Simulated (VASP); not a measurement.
## AlN: single point with r2SCAN

The system is AlN.

```
Al N
1.0
    -3.10667    0.00000    0.00000
     0.00000    5.38090    0.00000
     1.55333   -2.69045   -4.97840
Al N
4 4
Cartesian
  -1.5533 -0.8968 -4.9700
  0.0000 1.7936 -4.9700
  0.0000 3.5873 -2.4808
  -1.5533 0.8968 -2.4808
  -1.5533 -0.8968 -3.0701
  0.0000 1.7936 -3.0701
  0.0000 3.5873 -0.5809
  -1.5533 0.8968 -0.5809
```

```json
{
 "Program": "VASP 6.6.1",
 "Task": "single point",
 "Functional": "r2SCAN",
 "Potentials or basis": "VASP PAW PBE potentials, release 64 (Al, N)",
 "Cutoff": "520 eV",
 "k mesh": "8 × 8 × 8",
 "Occupations": "gaussian, width 0.05 eV",
 "Spin": "no spin polarisation"
}
```

```yaml
Pressure: -0.4 GPa
Band_gap_on_the_k_mesh: 4.92 eV
```

Levels at points of the mesh, in eV from the valence-band top:
```
           k point  band 14  band 15  band 16  band 17  band 18  band 19
(0.00, 0.00, 0.00)    -0.22    -0.22     0.00     4.92     6.00     6.00
(0.50, 0.00, 0.00)    -2.05    -0.90    -0.90     6.85     6.85     8.05
(0.00, 0.50, 0.00)    -0.65    -0.63    -0.63     6.76     6.76     8.17
(0.50, 0.50, 0.00)    -1.39    -1.39    -0.71     6.00     6.00     6.45
(0.00, 0.00, 0.50)    -0.56    -0.56    -0.56     6.45     6.56     7.26
```

Wall time 6.6 min on 1 thread of Intel(R) Xeon(R) 6975P-C (Granite Rapids), with other jobs on the host, peak memory 0.3 GiB.

Caveat: the PAW data sets were made with another functional, which shifts forces and pressure a little. A k mesh can miss the band edges.
